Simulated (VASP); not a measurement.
TiAl3, 4 atoms in the cell. Symmetry: P4/mmm, No. 123, tetragonal system. Conventional cell: a = 3.896 Å, b = 3.896 Å, c = 4.015 Å, α = 90.00°, β = 90.00°, γ = 90.00°. Within 3.6 Å of Ti (site symmetry 4/mmm) lie 12 Al at 2.76 to 2.80 Å. Within 3.6 Å of Al (site symmetry 4/mmm) lie 4 Ti at 2.76 Å and 8 Al at 2.80 Å. Al (site symmetry mmm) has 8 Al at 2.76 to 2.80 Å and 4 Ti at 2.80 Å within 3.6 Å.  This cell differs from its parent crystal: strain -0.015 along x and y, +0.015 along z.

```yaml
Program: VASP 6.6.1
Task: single point
Functional: r2SCAN
Potentials_or_basis: VASP PAW PBE potentials, release 64 (Ti_sv, Al)
Cutoff: 520 eV
k_mesh: 12 × 12 × 12
Occupations: gaussian, width 0.15 eV
Spin: no spin polarisation
Dipole_correction: no
Further_INCAR_settings: ALGO = Normal; EDIFF = 1e-06; NBANDS = 18
```

Potentials or basis: VASP PAW PBE potentials, release 64 (Ti_sv, Al).

Launch:

```bash
$ cat potpaw_PBE.64/Ti_sv/POTCAR potpaw_PBE.64/Al/POTCAR > POTCAR
$ cp INCAR.step1 INCAR
$ mpirun -np 1 vasp_std > vasp.out
$ cp INCAR.step2 INCAR
$ mpirun -np 1 vasp_std > vasp.out
```

Hardware: 1 thread of Intel(R) Xeon(R) 6975P-C (Granite Rapids) (shared host).

Problem. How long does it take, and how much memory?

Solution. It took 6.8 min on 1 thread of Intel(R) Xeon(R) 6975P-C (Granite Rapids), with other jobs on the host, peak memory 0.32 GiB. Counts: k points 196.
